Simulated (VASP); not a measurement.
Set up this calculation in VASP 6.6.1, as the native input.

```yaml
Task: relaxation of cell and atoms
Functional: PBE
Potentials_or_basis: VASP PAW PBE potentials, release 64 (Y_sv, N)
Cutoff: 600 eV
k_mesh: 6 × 6 × 2
Occupations: gaussian, width 0.1 eV
Spin: no spin polarisation
Dipole_correction: no
Further_INCAR_settings: ALGO = Normal; EDIFF = 1e-07; IBRION = 2; EDIFFG = -0.04; NSW = 90; ISIF = 3
```

The structure of Y3N2 lies in POSCAR:

```
Y3N2
1.0
    3.4654910000      0.0000000000      0.0000000000
   -1.7327455000      3.0012032400      0.0000000000
    0.0000000000      0.0000000000      8.6045705900
Y N
3 2
Direct
    0.0000000000      0.0000000000      0.2494473200
    0.0000000000      0.0000000000      0.7505526800
    0.0000000000      0.0000000000      0.5000000000
    0.0000000000      0.0000000000      0.0620876700
    0.0000000000      0.0000000000      0.9379123300
```

One way to write it, as run:

INCAR

```
PREC     = Accurate       # precision mode
ENCUT    = 600            # plane-wave cutoff, eV
EDIFF    = 1E-7           # SCF threshold, eV
ISMEAR   = 0              # smearing method
SIGMA    = 0.1            # smearing width, eV
LREAL    = F              # projectors in reciprocal space
LASPH    = T              # aspherical terms in the spheres
NELM     = 80             # most SCF steps
ALGO     = Normal         # electronic algorithm
ISIF     = 3              # what is computed and relaxed
LWAVE    = F              # write WAVECAR
LCHARG   = F              # write CHGCAR
GGA      = PE             # functional
IBRION   = 2              # ionic algorithm
NSW      = 90             # ionic steps
EDIFFG   = -0.04          # ionic threshold
```

KPOINTS

```
regular mesh
0
Gamma
  6 6 2
```

Potentials or basis: VASP PAW PBE potentials, release 64 (Y_sv, N).

The run is started by

```bash
$ cat potpaw_PBE.64/Y_sv/POTCAR potpaw_PBE.64/N/POTCAR > POTCAR
$ mpirun -np 1 vasp_std > vasp.out
```

Results of the run:

```json
{
 "Relaxed volume": "24.59 Å³/atom",
 "Relaxed cell": "a = 3.420 Å, b = 3.420 Å, c = 12.139 Å, α = 90.00°, β = 90.00°, γ = 120.00°",
 "Space group after relaxing (to 0.05 Å)": "P6/mmm (No. 191)",
 "Energy gained by relaxing": "3051.8 meV/atom",
 "Ionic steps": "27",
 "Pressure after relaxing": "-0.1 GPa",
 "Largest force after relaxing": "0.020 eV/Å"
}
```

Caveat: the k points lie up to 0.35 Å⁻¹ apart in the final cell; the standard files for N, O and F lose accuracy on very short bonds; the volume moved by over 15 % at a fixed basis, so the end points are rough.

It took 14 min on 1 thread of Intel(R) Xeon(R) 6975P-C (Granite Rapids), on a shared host, peak memory 0.26 GiB.
